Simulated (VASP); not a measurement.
Crystal: Gd.

```
Gd
1.0
     0.00000    2.58582    2.58582
     2.58582    0.00000    2.58582
     2.58582    2.58582    0.00000
Gd
1
Direct
  0.00000 0.00000 0.00000
```

Base run:

* Program: VASP 6.6.1
* Functional: PBE
* Potentials or basis: VASP PAW PBE potentials, release 64 (Gd)
* Cutoff: 520 eV
* k mesh: 8 × 8 × 8
* Occupations: fermi-dirac, width 0.05 eV
* Spin: collinear spin, ferromagnetic start
* Starting moments: [8.8] μB
* Fixed moment: 8.8 μB

Its results: pressure 1.2 GPa; site moments Gd +7.37 μB.

Q: The run is repeated on the same cell with these changes: fixed moment from 8.8 μB to 14 μB; moments at the start from [8.8] to [14.0]. What comes out?

A: Pressure 6.4 GPa; site moments Gd +11.12 μB.

Caveats: the total moment is fixed, so each spin has its own Fermi level.
